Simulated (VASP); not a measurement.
Runs of VASP 6.6.1 on Re. The structure is that of space group P6_3/mmc (No. 194), or close to it. The cells are those of the table. 

```tsv
task	potentials or basis	cell	cutoff (eV)	second run	gap on the mesh (eV)	pressure (GPa)
relaxation of cell and atoms	VASP PAW LDA potentials, release 64 (Re)	relaxed to 40 GPa from a = 2.750, b = 2.750, c = 4.491 Å, angles 90.0, 90.0, 120.0°, 2 atoms	600	-	none	40.0
single point	VASP PAW LDA potentials, release 64 (Re)	a = 2.666, b = 2.666, c = 4.289 Å, angles 90.0, 90.0, 120.0°, 2 atoms	520	-	none	43.1
single point	VASP PAW LDA potentials, release 64 (Re)	a = 2.637, b = 2.637, c = 4.243 Å, angles 90.0, 90.0, 120.0°, 2 atoms	520	-	none	63.9
relaxation of cell and atoms	VASP PAW LDA potentials, release 64 (Re)	relaxed to 20 GPa from a = 2.750, b = 2.750, c = 4.491 Å, angles 90.0, 90.0, 120.0°, 2 atoms	600	-	none	20.1
single point	VASP PAW LDA potentials, release 64 (Re_sv_GW)	a = 2.742, b = 2.742, c = 4.406 Å, angles 90.0, 90.0, 120.0°, 2 atoms	500	valence_matched	none	(a)
relaxation of cell and atoms	VASP PAW LDA potentials, release 64 (Re)	relaxed from a = 2.750, b = 2.750, c = 4.491 Å, angles 90.0, 90.0, 120.0°, 2 atoms	600	-	none	0.0
relaxation of cell and atoms	VASP PAW LDA potentials, release 64 (Re)	relaxed to 60 GPa from a = 2.750, b = 2.750, c = 4.491 Å, angles 90.0, 90.0, 120.0°, 2 atoms	600	-	none	60.0
single point	VASP PAW LDA potentials, release 64 (Re)	a = 2.742, b = 2.742, c = 4.406 Å, angles 90.0, 90.0, 120.0°, 2 atoms	520	-	none	1.6
```

Alike in all rows: level LDA; no spin polarisation; k mesh 9 × 9 × 5; smearing fermi-dirac 0.1 eV.

Estimate the missing entries.

(a) -0.9.

Caveats: spin-orbit coupling is left out, which moves the levels of the heavy elements; the cell is relaxed towards a set pressure, so the enthalpy falls and the energy may rise (some runs).

A k mesh can miss the band edges, and the runs leave out spin-orbit coupling on Re.

A gap of «none» marks levels without a gap at the run's occupations.

The runs don't all hold the same shells in valence.
